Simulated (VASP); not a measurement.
The system is ZrO2.

```
Zr O
1.0
     3.62107    0.00000    0.00000
     0.00000    3.62107    0.00000
     0.00000    0.00000    5.28246
Zr O
2 4
Direct
  0.00000 0.00000 0.00000
  0.50000 0.50000 0.50000
  0.00000 0.50000 0.19279
  0.00000 0.50000 0.69279
  0.50000 0.00000 0.30721
  0.50000 0.00000 0.80721
```

```yaml
Program: VASP 6.6.1
Task: relaxation of cell and atoms
Functional: r2SCAN
Potentials_or_basis: VASP PAW PBE potentials, release 64 (Zr_sv, O)
Cutoff: 660 eV
k_mesh: 6 × 6 × 6
Occupations: gaussian, width 0.02 eV
Spin: no spin polarisation
```

At the start: pressure -3.8 GPa; volume 11.54 Å³/atom.

Task: Where does the relaxation end?

Result: Over 10 steps the energy falls by 3.1 meV/atom and the volume is 11.29 Å³/atom (-2.2 %); space group P4_2/nmc (No. 137, to 0.1 Å) before and after.

The path:
| step | energy change (eV) | largest force (eV/Å) | pressure (GPa) | volume (Å³) |
| --- | --- | --- | --- | --- |
| 1 | 0.0000 | 0.0052 | -3.76 | 69.26 |
| 2 | 0.0168 | 0.2440 | 6.16 | 66.58 |
| 3 | -0.0131 | 0.0982 | -0.01 | 68.18 |
| 4 | -0.0148 | 0.0857 | -0.01 | 68.10 |
| 5 | -0.0175 | 0.0499 | 0.05 | 67.87 |
| 6 | -0.0186 | 0.0068 | -0.16 | 67.85 |
| 7 | -0.0186 | 0.0096 | -0.15 | 67.85 |
| 8 | -0.0186 | 0.0088 | 0.22 | 67.71 |
| 9 | -0.0186 | 0.0091 | 0.14 | 67.75 |
| 10 | -0.0187 | 0.0037 | 0.04 | 67.74 |

Final structure:
```
Zr O
1.0
     3.60170    0.00000    0.00000
     0.00000    3.60170    0.00000
     0.00000    0.00000    5.22229
Zr O
2 4
Direct
  0.00000 0.00000 0.00000
  0.50000 0.50000 0.50000
  0.00000 0.50000 0.19784
  0.00000 0.50000 0.69784
  0.50000 0.00000 0.30216
  0.50000 0.00000 0.80216
```

Caveat: the PAW data sets were made with another functional, which shifts forces and pressure a little.
